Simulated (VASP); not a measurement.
Input of a VASP 6.6.1 run:

The input INCAR:

```
SYSTEM = V
PREC = Accurate
ENCUT = 520
EDIFF = 1E-7
ISMEAR = -1
SIGMA = 0.1
LREAL = .False.
LASPH = .True.
NELM = 100
ALGO = Normal
ISIF = 2
LWAVE = .False.
LCHARG = .False.
GGA = RP
NBANDS = 12
```

KPOINTS

```
Automatic mesh
0
Gamma
  24 24 24
  0 0 0
```

POSCAR

```
V
1.0
   -1.5112292310      1.5112292310      1.5112292310
    1.5112292310     -1.5112292310      1.5112292310
    1.5112292310      1.5112292310     -1.5112292310
V
1
Direct
    0.0000000000      0.0000000000      0.0000000000
```

Potentials or basis: VASP PAW PBE potentials, release 64 (V_sv).

Run with:

```console
$ cat potpaw_PBE.64/V_sv/POTCAR > POTCAR
$ mpirun -np 1 vasp_std > vasp.out
```

Estimate the pressure.

0.3 GPa.

Caveat: the PAW data sets were made with another functional, which shifts forces and pressure a little.
